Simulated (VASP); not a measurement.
Wanted: the native input for a VASP 6.6.1 run.

| Item | Value |
| --- | --- |
| Task | relaxation of cell and atoms |
| Functional | PBEsol |
| Potentials or basis | VASP PAW PBE potentials, release 64 (Cr_pv) |
| Cutoff | 600 eV |
| k mesh | 26 × 26 × 26 |
| Occupations | gaussian, width 0.1 eV |
| Spin | no spin polarisation |
| Dipole correction | no |
| Further INCAR settings | ALGO = Normal; EDIFF = 1e-06; IBRION = 2; EDIFFG = -0.01; NSW = 100; ISIF = 3 |

The structure of Cr lies in POSCAR:

```
Cr
1.0
    0.0000000000      1.7923094933      1.7923094933
    1.7923094933      0.0000000000      1.7923094933
    1.7923094933      1.7923094933      0.0000000000
Cr
1
Direct
    0.0000000000      0.0000000000      0.0000000000
```

These files were run (other wordings do the same):

INCAR

```
SYSTEM = Cr
  PREC = Accurate
  ENCUT = 600
  EDIFF = 1E-6
  ISMEAR = 0
  SIGMA = 0.1
  LREAL = .False.
  LASPH = .True.
  NELM = 60
  ALGO = Normal
  ISIF = 3
  LWAVE = .False.
  LCHARG = .False.
  GGA = PS
  IBRION = 2
  NSW = 100
  EDIFFG = -0.01
```

KPOINTS

```
Automatic mesh
0
Gamma
  26 26 26
  0 0 0
```

Potentials or basis: VASP PAW PBE potentials, release 64 (Cr_pv).

Run with:

```sh
$ cat potpaw_PBE.64/Cr_pv/POTCAR > POTCAR
$ mpirun -np 1 vasp_std > vasp.out
```

Results of the run:

```json
{
  "Relaxed volume": "11.43 Å³/atom",
  "Relaxed cell": "a = 2.528 Å, b = 2.528 Å, c = 2.528 Å, α = 60.00°, β = 60.00°, γ = 60.00°",
  "Space group after relaxing (to 0.05 Å)": "Fm-3m (No. 225)",
  "Energy gained by relaxing": "0.5 meV/atom",
  "Ionic steps": "3",
  "Pressure after relaxing": "0.0 GPa",
  "Band gap on the k mesh": "zero (band 6 reaches 13.34 eV, above the bottom of band 7 at 10.26 eV)"
}
```

Caveat: the PAW data sets were made with another functional, which shifts forces and pressure a little; the run has no spin polarisation, though such a crystal can be magnetic.

Wall time 60 s on 1 thread of Intel(R) Xeon(R) Platinum 8559C (Emerald Rapids), with other jobs on the host, peak memory 0.19 GiB.
